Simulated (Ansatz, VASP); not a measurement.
# One calculation of Ti, two programs

Contents of INCAR:

```
PREC = Accurate
ENCUT = 500
EDIFF = 1E-6
ISMEAR = -1
SIGMA = 0.1
LREAL = False
LASPH = True
NELM = 200
ALGO = Normal
ISIF = 2
LWAVE = False
LCHARG = True
ISPIN = 2
MAGMOM = 0
LORBIT = 11
LMAXMIX = 4
GGA = PE
LELF = True
LVHAR = True
NBANDS = 16
GGA_COMPAT = False
```

File KPOINTS:

```
regular mesh
0
Gamma
  8 8 8
```

POSCAR

```
Ti
1.0
   -1.5820000000      1.5820000000      1.5820000000
    1.5820000000     -1.5820000000      1.5820000000
    1.5820000000      1.5820000000     -1.5820000000
Ti
1
Direct
    0.0000000000      0.0000000000      0.0000000000
```

Input for Ansatz:

```yaml
crystal:
  lattice:
    - [-1.582, 1.582, 1.582]
    - [1.582, -1.582, 1.582]
    - [1.582, 1.582, -1.582]
  atoms:
    - { symbol: Ti, position: [0, 0, 0] }
kpoints:
  mp_grid: { grid: [8, 8, 8], shift: [0, 0, 0] }
hamiltonian:
  xc: pbe
  pseudopotentials: { kind: paw }
magnetization:
  spin_polarized: true
scf:
  occupations: { method: fermi_dirac }
```

Alike in both runs: task single point; functional PBE; k mesh 8 × 8 × 8; collinear spin.

|  | VASP | Ansatz |
| --- | --- | --- |
| version | VASP 6.6.1 | Ansatz 0.2 development build |
| potentials or method | VASP PAW PBE potentials, release 64 (Ti_sv) | PAW hard, scalar-relativistic |
| plane-wave cutoff (eV) | 500 | 740 |
| occupations | fermi-dirac, width 0.1 eV | fermi-dirac |

|  | VASP | Ansatz | Ansatz less VASP |
| --- | --- | --- | --- |
| net moment per atom (μB) | 0.00 | 0.00 | 0.000 |
